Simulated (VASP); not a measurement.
A run of VASP 6.6.1 is set up as follows.

INCAR

```
ALGO = Normal
EDIFF = 1E-6
ENCUT = 840
GGA = CA
GGA_COMPAT = False
ISIF = 2
ISMEAR = 0
LASPH = True
LCHARG = True
LELF = True
LREAL = False
LVHAR = True
LWAVE = False
NBANDS = 15
NELM = 120
PREC = Accurate
SIGMA = 0.01
```

File KPOINTS:

```
k-points
0
Gamma
  8 8 8
```

Contents of POSCAR:

```
MgO
1.0
    0.0000000000      2.0796027515      2.0796027515
    2.0796027515      0.0000000000      2.0796027515
    2.0796027515      2.0796027515      0.0000000000
Mg O
1 1
Direct
    0.0000000000      0.0000000000      0.0000000000
    0.5000000000      0.5000000000      0.5000000000
```

Potentials or basis: VASP PAW LDA potentials, release 64 (Mg_sv, O).

Command:

```bash
$ cat potpaw_LDA.64/Mg_sv/POTCAR potpaw_LDA.64/O/POTCAR > POTCAR
$ mpirun -np 1 vasp_std > vasp.out
```

Question: Estimate the band gap on the k mesh.

Answer: 5.04 eV.

Question: Estimate the pressure.

Answer: 0.6 GPa.

**Measured values to compare with.**

From “Electronic structure of alkaline earth and post-transition metal oxides”, 2009, arxiv:0908.1581, for a bulk crystal of MgO: band gap 7.83 eV.

Against the measured gap of MgO, 7.83 eV (quoted in “Electronic structure of alkaline earth and post-transition metal oxides”, 2009, arxiv:0908.1581), the calculated 5.04 eV is off by -2.79 eV. The value is that of LDA, without temperature or zero-point motion. Semilocal functionals fall short of measured gaps as a rule.
